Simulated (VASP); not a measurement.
# Ti5HC in VASP: single point with r2SCAN

Aim: the single point of Ti5HC with r2SCAN.

All numbers are computed with VASP 6.6.1; they aren't measurements. Logs are shortened: lines on timing, memory, paths and dates and some standing lists are left out, and cuts for length are marked.

### Step 1. The cell of the first run

The cell holds a slab with vacuum, 7 atoms: a = 2.936 Å, b = 2.936 Å, c = 29.372 Å, α = 90.00°, β = 90.00°, γ = 120.00°.

### Step 2. Single point, r2SCAN

The input, POSCAR:

```
Ti5HC
1.0
    2.9357969418      0.0000000000      0.0000000000
   -1.4678984709      2.5424747320      0.0000000000
    0.0000000000      0.0000000000     29.3723858179
Ti C H
5 1 1
Direct
    0.6666666667      0.3333333333      0.2893874557
    0.3333333333      0.6666666667      0.3683084010
    0.6666666667      0.3333333333      0.4485347627
    0.3333333333      0.6666666667      0.5273549652
    0.6666666667      0.3333333333      0.6065667353
    0.6666666667      0.3333333333      0.6723488029
    0.6666666667      0.3333333333      0.7095920953
```

The input, INCAR.step1:

```
ALGO     = Normal         # electronic algorithm
DIPOL    = 0.5 0.5 0.517
EDIFF    = 1E-4           # SCF threshold, eV
ENCUT    = 520            # plane-wave cutoff, eV
GGA      = PE             # functional
IDIPOL   = 3            
ISMEAR   = 0              # smearing method
LASPH    = T              # aspherical terms in the spheres
LCHARG   = F              # write CHGCAR
LDIPOL   = T            
LREAL    = F              # projectors in reciprocal space
LWAVE    = T              # write WAVECAR
NBANDS   = 42             # bands
NELM     = 100            # most SCF steps
PREC     = Accurate       # precision mode
SIGMA    = 0.1            # smearing width, eV
```

The input, INCAR.step2:

```
ALGO     = Normal         # electronic algorithm
DIPOL    = 0.5 0.5 0.517
EDIFF    = 1E-6           # SCF threshold, eV
ENCUT    = 520            # plane-wave cutoff, eV
IDIPOL   = 3            
ISIF     = 2              # what is computed and relaxed
ISMEAR   = 0              # smearing method
ISTART   = 1            
LASPH    = T              # aspherical terms in the spheres
LCHARG   = F              # write CHGCAR
LDIPOL   = T            
LMIXTAU  = T            
LREAL    = F              # projectors in reciprocal space
LWAVE    = F              # write WAVECAR
METAGGA  = R2SCAN         # meta-GGA
NBANDS   = 42             # bands
NELM     = 100            # most SCF steps
PREC     = Accurate       # precision mode
SIGMA    = 0.1            # smearing width, eV
```

The input, KPOINTS:

```
k-points
0
Gamma
  12 12 1
```

Potentials or basis: VASP PAW PBE potentials, release 64 (Ti_sv, C, H).

The run is started by

```bash
cat potpaw_PBE.64/Ti_sv/POTCAR potpaw_PBE.64/C/POTCAR potpaw_PBE.64/H/POTCAR > POTCAR
cp INCAR.step1 INCAR
mpirun -np 1 vasp_std > vasp.out
cp INCAR.step2 INCAR
mpirun -np 1 vasp_std > vasp.out
```

OUTCAR:

```text
EDIFF = 1E-6
   ENCUT = 520
   ISIF = 2
   ISMEAR = 0
   ISTART = 1
   LASPH = T
   LREAL = F
   METAGGA = R2SCAN
   NELM = 100
   PREC = Accurate

 ion  position               nearest neighbor table
   1  0.667  0.333  0.289-   2 2.87   2 2.87   2 2.87
   2  0.333  0.667  0.368-   1 2.87   1 2.87   1 2.87   3 2.90   3 2.90   3 2.90
   3  0.667  0.333  0.449-   4 2.87   4 2.87   4 2.87   2 2.90   2 2.90   2 2.90
   4  0.333  0.667  0.527-   3 2.87   3 2.87   3 2.87   5 2.88   5 2.88   5 2.88
   5  0.667  0.333  0.607-   6 1.93   4 2.88   4 2.88   4 2.88
   6  0.667  0.333  0.672-   7 1.09   5 1.93
   7  0.667  0.333  0.710-   6 1.09

  LATTYP: Found a hexagonal cell.
 ALAT       =     2.9357969418
 C/A-ratio  =    10.0049105576

  Lattice vectors:

 A1 = (   2.9357969418,   0.0000000000,   0.0000000000)
 A2 = (  -1.4678984709,   2.5424747320,   0.0000000000)
 A3 = (   0.0000000000,   0.0000000000,  29.3723858179)

Analysis of symmetry for initial positions (statically):
=====================================================================
 Subroutine PRICEL returns:
 Original cell was already a primitive cell.

 Routine SETGRP: Setting up the symmetry group for a
 hexagonal supercell.

 Subroutine GETGRP returns: Found  6 space group operations
 (whereof  6 operations were pure point group operations)
 out of a pool of 24 trial point group operations.

The static configuration has the point symmetry C_3v.

Analysis of symmetry for dynamics (positions and initial velocities):
=====================================================================
 Subroutine PRICEL returns:
 Original cell was already a primitive cell.

 Routine SETGRP: Setting up the symmetry group for a
 hexagonal supercell.

 Subroutine GETGRP returns: Found  6 space group operations
 (whereof  6 operations were pure point group operations)
 out of a pool of 24 trial point group operations.

The dynamic configuration has the point symmetry C_3v.

 Subroutine INISYM returns: Found  6 space group operations
 (whereof  6 operations are pure point group operations),
 and found     1 'primitive' translations

----------------------------------------------------------------------------------------

                                     Primitive cell

  volume of cell :     219.2411

  direct lattice vectors                    reciprocal lattice vectors
     2.935796942  0.000000000  0.000000000     0.340623013  0.196658788  0.000000000
    -1.467898471  2.542474732  0.000000000     0.000000000  0.393317577  0.000000000
     0.000000000  0.000000000 29.372385818     0.000000000  0.000000000  0.034045583

  length of vectors
     2.935796942  2.935796942 29.372385818     0.393317577  0.393317577  0.034045583

  position of ions in fractional coordinates (direct lattice)
     0.666666667  0.333333333  0.289387456
     0.333333333  0.666666667  0.368308401
     0.666666667  0.333333333  0.448534763
     0.333333333  0.666666667  0.527354965
     0.666666667  0.333333333  0.606566735
     0.666666667  0.333333333  0.672348803
     0.666666667  0.333333333  0.709592095

  ion indices of the primitive-cell ions
   primitive index   ion index
                 1           1
                 2           2
                 3           3
                 4           4
                 5           5
                 6           6
                 7           7

----------------------------------------------------------------------------------------

 KPOINTS: k-points

Automatic generation of k-mesh.
 Grid dimensions read from file:
 generate k-points for:   12   12    1

 Generating k-lattice:

  Cartesian coordinates                     Fractional coordinates (reciprocal lattice)
     0.028385251  0.016388232  0.000000000     0.083333333  0.000000000  0.000000000
     0.000000000  0.032776465  0.000000000     0.000000000  0.083333333  0.000000000
     0.000000000  0.000000000  0.034045583     0.000000000  0.000000000  1.000000000

  Length of vectors
     0.032776465  0.032776465  0.034045583

  Shift w.r.t. Gamma in fractional coordinates (k-lattice)
     0.000000000  0.000000000  0.000000000

 Subroutine IBZKPT returns following result:
 ===========================================

 Found     19 irreducible k-points:

 Following reciprocal coordinates:
            Coordinates               Weight
  0.000000  0.000000  0.000000      1.000000
  0.083333  0.000000  0.000000      6.000000
  0.166667  0.000000  0.000000      6.000000
  0.250000  0.000000  0.000000      6.000000
  0.333333  0.000000  0.000000      6.000000
  0.416667  0.000000  0.000000      6.000000
[... 11 lines left out ...]
  0.333333  0.250000  0.000000     12.000000
  0.333333  0.333333  0.000000      2.000000
   k-points           NKPTS =     19   k-points in BZ     NKDIM =     19   number of bands    NBANDS=     42
   number of dos      NEDOS =    301   number of ions     NIONS =      7
   total plane-waves  NPLWV = 129024
   dimension x,y,z NGX =    24 NGY =   24 NGZ =  224
   dimension x,y,z NGXF=    48 NGYF=   48 NGZF=  448
   ions per type =               5   1   1
   NGX,Y,Z   is equivalent  to a cutoff of  13.59, 13.59, 12.68 a.u.
   NGXF,Y,Z  is equivalent  to a cutoff of  27.18, 27.18, 25.36 a.u.
 SYSTEM =  unknown system
   PREC   = accura    normal or accurate (medium, high low for compatibility)
   ISTART =      1    job   : 0-new  1-cont  2-samecut
   ICHARG =      0    charge: 1-file 2-atom 10-const
   ISPIN  =      1    spin polarized calculation?
   LNONCOLLINEAR =      F non collinear calculations
   LSORBIT =      F    spin-orbit coupling
   LASPH  =      T    aspherical Exc in radial PAW
   ENCUT  =  520.0 eV  38.22 Ry    6.18 a.u.   5.46  5.46 54.61*2*pi/ulx,y,z
   NELM   =    100;   NELMIN=  2; NELMDL=  0     # of ELM steps
   EDIFF  = 0.1E-05   stopping-criterion for ELM
   LREAL  =      F    real-space projection
   EDIFFG = 0.1E-04   stopping-criterion for IOM
   NSW    =      0    number of steps for IOM
   IBRION =     -1    ionic relax: 0-MD 1-quasi-New 2-CG
   NFREE  =      0    steps in history (QN), initial steepest desc. (CG)
   ISIF   =      2    stress and relaxation
   ISYM   =      2    0-nonsym 1-usesym 2-fastsym
   POTIM  = 0.5000    time-step for ionic-motion
   TEBEG  =    0.0;   TEEND  =   0.0 temperature during run
   PSTRESS=    0.0 pullay stress
   NELECT =      65.0000    total number of electrons
   NUPDOWN=      -1.0000    fix difference up-down
   EMIN   =  10.00;   EMAX   =-10.00  energy-range for DOS
   EFERMI =   0.00;   METHOD = LEGACY
   ISMEAR =     0;   SIGMA  =   0.10  broadening in eV -4-tet -1-fermi 0-gaus
   EFERMI_NEDOS =   21; number of points for ismear=-14 and -15
   IALGO  =     38    algorithm
   IMIX   =      4    mixing-type and parameters
     AMIX     =   0.40;   BMIX     =  1.00
     AMIX_MAG =   1.60;   BMIX_MAG =  1.00
  volume/ion in A,a.u.               =      31.32       211.36
  Fermi-wavevector in a.u.,A,eV,Ry     =   1.091621  2.062865 16.213206  1.191637
  Thomas-Fermi vector in A             =   2.227870
   LORBIT       =      0    0 simple, 1 ext, 2 COOP (PROOUT), +10 PAW based schemes
   METAGGA = R2SCAN    functional components
   LHFCALC =     F    Hartree Fock is set to
   AEXX    =    0.0000 exact exchange contribution
   IVDW    =     0    specifies the selected vdW correction
   LEPSILON=     F    determine dielectric tensor
   LRPA    =     F    only Hartree local field effects (RPA)
 non-spin polarized calculation
 Gauss-broadening in eV      SIGMA  =   0.10
  energy-cutoff  :      520.00
  volume of cell :      219.24
 maximum number of plane-waves:      6049
 NGX is ok and might be reduce to    24
   NGX = 11   NGY = 11   NGZ =109

 dipolmoment           0.000000      0.000000      0.199566 electrons x Angstroem

 number of electron      64.9999988 magnetization

 dipolmoment           0.000000      0.000000     -0.050717 electrons x Angstroem

 Free energy of the ion-electron system (eV)
  ---------------------------------------------------
  ext. energy  EPLUGINS =         0.00000000
  ---------------------------------------------------
  free energy    TOTEN  =       -73.97633301 eV

  energy without entropy =      -73.94228791  energy(sigma->0) =      -73.95931046

 E-fermi :   1.3669     XC(G=0):  -6.1476

 val. band max:        1.3380602558   @ k =   0.3333   0.1667   0.0000
 cond. band min:       1.3698861871   @ k =   0.0833   0.0000   0.0000
 fundamental gap:      0.0318259313
 Fermi energy:         1.3669225906

 k-point     1 :       0.0000    0.0000    0.0000
  band No.  band energies     occupation
      1     -57.9870      2.00000
      2     -57.8007      2.00000
      3     -57.7423      2.00000
      4     -57.6943      2.00000
      5     -57.5958      2.00000
      6     -33.3938      2.00000
[... 34 lines left out ...]
     41       2.6723      0.00000
     42       2.6723      0.00000

 k-point     2 :       0.0833    0.0000    0.0000
  band No.  band energies     occupation
      1     -57.9816      2.00000
      2     -57.7944      2.00000
      3     -57.7375      2.00000
      4     -57.6900      2.00000
      5     -57.5915      2.00000
      6     -33.3829      2.00000
[... 34 lines left out ...]
     41       2.6613      0.00000
     42       2.7476      0.00000

 k-point     3 :       0.1667    0.0000    0.0000
  band No.  band energies     occupation
      1     -57.9668      2.00000
      2     -57.7769      2.00000
      3     -57.7245      2.00000
      4     -57.6782      2.00000
      5     -57.5797      2.00000
      6     -33.3540      2.00000
[... 672 lines left out ...]
      4     -57.6237      2.00000
      5     -57.5258      2.00000
      6     -33.3013      2.00000
[... 34 lines left out ...]
     41       3.3393      0.00000
     42       3.5685      0.00000

 k-point    19 :       0.3333    0.3333    0.0000
  band No.  band energies     occupation
      1     -57.8959      2.00000
      2     -57.6776      2.00000
      3     -57.6766      2.00000
      4     -57.6215      2.00000
      5     -57.5236      2.00000
      6     -33.2551      2.00000
[... 34 lines left out ...]
     41       3.3487      0.00000
     42       3.5389      0.00000

------------------------ aborting loop because EDIFF is reached ----------------------------------------

 vacuum level on the upper side and lower side of the slab       (xc-potential included)        -0.616         0.585

  FORCE on cell =-STRESS in cart. coord.  units (eV):
  Direction    XX          YY          ZZ          XY          YZ          ZX
  --------------------------------------------------------------------------------------
  -------------------------------------------------------------------------------------
  Total       -1.6731354     -1.6731354     -1.0521895      0.0000000      0.0000000     -0.0000000
  in kB      -12.2269962    -12.2269962     -7.6892267      0.0000000      0.0000000     -0.0000000
  external PRESSURE =     -10.7144064 kB  Pullay stress =       0.0000000 kB

 VOLUME and BASIS-vectors are now :
 -----------------------------------------------------------------------------
  energy-cutoff  :      520.00
  volume of cell :      219.24
      direct lattice vectors                 reciprocal lattice vectors
     2.935796942  0.000000000  0.000000000     0.340623013  0.196658788  0.000000000
    -1.467898471  2.542474732  0.000000000     0.000000000  0.393317577  0.000000000
     0.000000000  0.000000000 29.372385818     0.000000000  0.000000000  0.034045583

 POSITION                                       TOTAL-FORCE (eV/Angst)
 -----------------------------------------------------------------------------------
      1.46790      0.84749      8.50000         0.000000     -0.000000      0.535072
     -0.00000      1.69498     10.81810        -0.000000      0.000000     -0.548701
      1.46790      0.84749     13.17454        -0.000000     -0.000000      0.002295
     -0.00000      1.69498     15.48967         0.000000     -0.000000     -0.009676
      1.46790      0.84749     17.81631         0.000000     -0.000000     -0.030956
      1.46790      0.84749     19.74849        -0.000000     -0.000000      0.024048
      1.46790      0.84749     20.84241        -0.000000     -0.000000      0.027917
 -----------------------------------------------------------------------------------
    total drift:                               -0.000000      0.000000      0.000716

  FREE ENERGIE OF THE ION-ELECTRON SYSTEM (eV)
  ---------------------------------------------------
  free  energy   TOTEN  =       -73.9763330130 eV

  energy  without entropy=      -73.9422879059  energy(sigma->0) =      -73.95931046

 vacuum level on the upper side and lower side of the slab         4.732         5.955
```

It took 1.6 h on 1 thread of Intel Xeon 8259CL, shared host; peak memory 0.49 GiB.

Results:

- Free energy: -73.9763 eV
- Largest force: 0.549 eV/Å
- Band gap on the k mesh: zero (an odd number of electrons rules out a gap without spin polarisation)

Forces in eV/Å, atoms in the order of the input:
```
Ti   0.000  0.000  0.535
Ti   0.000  0.000 -0.549
Ti   0.000  0.000  0.002
Ti   0.000  0.000 -0.010
Ti   0.000  0.000 -0.031
C    0.000  0.000  0.024
H    0.000  0.000  0.028
```

Levels at points of the mesh, in eV from the Fermi level:
```
           k point  band 30  band 31  band 32  band 33  band 34  band 35
(0.00, 0.00, 0.00)     0.33     0.62     0.81     0.81     0.84     0.84
(0.50, 0.00, 0.00)    -1.02    -0.89    -0.78     0.26     0.49     0.93
```

Caveat: the PAW data sets were made with another functional, which shifts forces and pressure a little.
